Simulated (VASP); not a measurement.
# Os (Fm-3m) in VASP: further runs, part 2 of 2

VASP 6.6.1.

## (3) Single point, r2SCAN (13.52 Å³/atom)

This run uses another cell than the first one, of 13.52 Å³/atom.

POSCAR

```
Os
1.0
    0.0000000000      1.8907896525      1.8907896525
    1.8907896525      0.0000000000      1.8907896525
    1.8907896525      1.8907896525      0.0000000000
Os
1
Direct
    0.0000000000      0.0000000000      0.0000000000
```

INCAR.step1

```
SYSTEM = Os
ALGO = Normal ; EDIFF = 1E-5
ENCUT = 620 ; GGA = PE
GGA_COMPAT = .False. ; ISMEAR = -1
LASPH = .True. ; LCHARG = .False.
LREAL = .False. ; LWAVE = .True.
NBANDS = 14 ; NELM = 120
PREC = Accurate ; SIGMA = 0.1
```

INCAR.step2

```
SYSTEM = Os
ALGO = Normal ; EDIFF = 1E-6
ENCUT = 620 ; GGA_COMPAT = .False.
ISIF = 2 ; ISMEAR = -1
ISTART = 1 ; LASPH = .True.
LCHARG = .False. ; LMIXTAU = .True.
LREAL = .False. ; LWAVE = .False.
METAGGA = R2SCAN ; NBANDS = 14
NELM = 120 ; PREC = Accurate
SIGMA = 0.1
```

KPOINTS

```
k-points
0
Gamma
  16 16 16
  0 0 0
```

Potentials or basis: VASP PAW PBE potentials, release 64 (Os_sv_GW).

The run is started by

```sh
$ cat potpaw_PBE.64/Os_sv_GW/POTCAR > POTCAR
$ cp INCAR.step1 INCAR
$ mpirun -np 1 vasp_std > vasp.out
$ cp INCAR.step2 INCAR
$ mpirun -np 1 vasp_std > vasp.out
```

OUTCAR:

```text
SYSTEM = Os
   EDIFF = 1E-6
   ENCUT = 620
   ISIF = 2
   ISMEAR = -1
   ISTART = 1
   LASPH = .True.
   LREAL = .False.
   METAGGA = R2SCAN
   NELM = 120
   PREC = Accurate

 ion  position               nearest neighbor table
   1  0.000  0.000  0.000-

  LATTYP: Found a face centered cubic cell.
 ALAT       =     3.7815793050

  Lattice vectors:

 A1 = (   0.0000000000,   1.8907896525,   1.8907896525)
 A2 = (   1.8907896525,   0.0000000000,   1.8907896525)
 A3 = (   1.8907896525,   1.8907896525,   0.0000000000)

Analysis of symmetry for initial positions (statically):
=====================================================================
 Subroutine PRICEL returns:
 Original cell was already a primitive cell.

 Routine SETGRP: Setting up the symmetry group for a
 face centered cubic supercell.

 Subroutine GETGRP returns: Found 48 space group operations
 (whereof 48 operations were pure point group operations)
 out of a pool of 48 trial point group operations.

The static configuration has the point symmetry O_h .

Analysis of symmetry for dynamics (positions and initial velocities):
[... 169 lines left out ...]
      4     -32.6652      2.00000
      5       2.5111      2.00000
      6      10.8538      2.00000
      7      10.8538      2.00000
      8      10.8538      2.00000
      9      14.1725      0.91986
     10      14.1725      0.91986
     11      27.9571      0.00000
     12      34.2819      0.00000
     13      34.2819      0.00000
     14      34.2819      0.00000
[... 377 lines left out ...]
      1     -74.5374      2.00000
      2     -32.7922      2.00000
      3     -32.7032      2.00000
      4     -32.6750      2.00000
      5       3.0386      2.00000
      6      10.5013      2.00000
      7      11.0700      2.00000
      8      11.1330      2.00000
      9      13.8195      1.93350
     10      14.1908      0.82995
     11      28.9305      0.00000
     12      32.7015      0.00000
     13      34.6418      0.00000
     14      35.4903      0.00000

 [... further k-points ...]

------------------------ aborting loop because EDIFF is reached ----------------------------------------

  FORCE on cell =-STRESS in cart. coord.  units (eV):
  Direction    XX          YY          ZZ          XY          YZ          ZX
  --------------------------------------------------------------------------------------
  -------------------------------------------------------------------------------------
  Total        1.5103647      1.5103647      1.5103647     -0.0000000     -0.0000000      0.0000000
  in kB      178.9916504    178.9916504    178.9916504     -0.0000000     -0.0000000      0.0000000
  external PRESSURE =     178.9916504 kB  Pullay stress =       0.0000000 kB

 VOLUME and BASIS-vectors are now :
 -----------------------------------------------------------------------------
  energy-cutoff  :      620.00
  volume of cell :       13.52
      direct lattice vectors                 reciprocal lattice vectors
     0.000000000  1.890789653  1.890789653    -0.264439780  0.264439780  0.264439780
     1.890789653  0.000000000  1.890789653     0.264439780 -0.264439780  0.264439780
     1.890789653  1.890789653  0.000000000     0.264439780  0.264439780 -0.264439780

 POSITION                                       TOTAL-FORCE (eV/Angst)
 -----------------------------------------------------------------------------------
      0.00000      0.00000      0.00000         0.000000      0.000000      0.000000
 -----------------------------------------------------------------------------------
    total drift:                               -0.000000     -0.000000     -0.000000

  FREE ENERGIE OF THE ION-ELECTRON SYSTEM (eV)
  ---------------------------------------------------
  free  energy   TOTEN  =       -53.9206962322 eV

  energy  without entropy=      -53.8976039399  energy(sigma->0) =      -53.90915009
```

OUTCAR.step1:

```text
SYSTEM = Os
   EDIFF = 1E-5
   ENCUT = 620
   GGA = PE
   ISMEAR = -1
   LASPH = .True.
   LREAL = .False.
[... 624 lines left out ...]
 -----------------------------------------------------------------------------------
      0.00000      0.00000      0.00000         0.000000     -0.000000      0.000000
 -----------------------------------------------------------------------------------
    total drift:                                0.000000      0.000000     -0.000000

  FREE ENERGIE OF THE ION-ELECTRON SYSTEM (eV)
  ---------------------------------------------------
  free  energy   TOTEN  =       -12.1758489906 eV

  energy  without entropy=      -12.1512440241  energy(sigma->0) =      -12.16354651
```

OSZICAR.step1:

```text
N       E                     dE             d eps       ncg     rms          rms(c)
DAV:   1     0.108127024505E+03    0.10813E+03   -0.12065E+04  4156   0.141E+03
DAV:   2    -0.114076872200E+02   -0.11953E+03   -0.11342E+03  5188   0.384E+02
DAV:   3    -0.131935078435E+02   -0.17858E+01   -0.17781E+01  4504   0.424E+01
DAV:   4    -0.131958661962E+02   -0.23584E-02   -0.23583E-02  4732   0.201E+00
DAV:   5    -0.131958703479E+02   -0.41517E-05   -0.41545E-05  4614   0.806E-02    0.783E+01
DAV:   6    -0.123059517303E+02    0.88992E+00   -0.97212E-01  4264   0.105E+01    0.416E+01
DAV:   7    -0.121889934018E+02    0.11696E+00   -0.46393E-01  4510   0.695E+00    0.731E+00
DAV:   8    -0.121758952580E+02    0.13098E-01   -0.48717E-02  4144   0.266E+00    0.627E-01
DAV:   9    -0.121759209220E+02   -0.25664E-04   -0.60921E-04  4546   0.281E-01    0.553E-01
DAV:  10    -0.121758448966E+02    0.76025E-04   -0.95810E-05  4324   0.139E-01    0.290E-01
DAV:  11    -0.121758489906E+02   -0.40941E-05   -0.14484E-06  2174   0.183E-02
   1 F= -.12175849E+02 E0= -.12163547E+02  d E =-.246050E-01
```

Wall time 78 s (1 thread of AMD EPYC 9R45 (Zen 5), shared host); peak memory 0.15 GiB.

What came out:

| Quantity | Value |
| --- | --- |
| Free energy | -53.9207 eV |
| Pressure | 17.9 GPa |
| Band gap on the k mesh | zero (bands 8 and 9 overlap by 4.52 eV) |

Levels at points of the mesh, in eV from the Fermi level:
```csv
k point,band 4,band 5,band 6,band 7,band 8,band 9,band 10,band 11,band 12,band 13
"(0.00, 0.00, 0.00)",-46.82,-11.65,-3.30,-3.30,-3.30,0.02,0.02,13.80,20.13,20.13
"(0.50, 0.00, 0.00)",-47.00,-8.41,-3.51,-3.51,-0.31,2.69,2.69,9.96,13.55,20.73
"(0.50, 0.50, 0.00)",-47.29,-8.36,-7.59,2.43,2.62,3.46,3.46,12.73,12.73,13.56
```

Caveat: the cell stands under pressure; the PAW data sets were made with another functional, which shifts forces and pressure a little; spin-orbit coupling is left out, which moves the levels of the heavy elements.
